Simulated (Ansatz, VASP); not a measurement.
**InTe2 in VASP and in Ansatz**

```
In Te
1.0
    -2.14855    2.14855    5.27873
     2.14855   -2.14855    5.27873
     2.14855    2.14855   -5.27873
In Te
1 2
Direct
  0.00000 0.00000 0.00000
  0.63313 0.63313 0.00000
  0.36687 0.36687 0.00000
```

Alike in both runs: functional PBE; k mesh 16 × 16 × 16; occupations gaussian, width 0.1 eV; no spin polarisation.

Ansatz relaxed the structure, and its values are those at the end. VASP's run is a single point on that final structure, the one shown.

|  | VASP | Ansatz |
| --- | --- | --- |
| version | VASP 6.6.1 | Ansatz 0.2.0 |
| potentials or method | VASP PAW PBE potentials, release 64 (In_d, Te), cutoff 520 eV | scalar-relativistic, plane waves, PAW |
| valence electrons in the cell | 25 | 45 |

|  | VASP | Ansatz | Ansatz less VASP |
| --- | --- | --- | --- |
| gap on the k mesh at the Fermi level (eV) | none | none | - |
| pressure (GPa) | 0.0 | 0.0 | 0.00 |
| rms of the force components (eV/Å) | 0.006 | 0.000 | -0.0059 |

A gap of «none» marks a metal or a gap that the smearing closes. VASP's potentials hold 25 valence electrons a cell and Ansatz's 45, so a difference there can come from the potentials and not from the codes.

Neither program's run includes spin-orbit coupling.
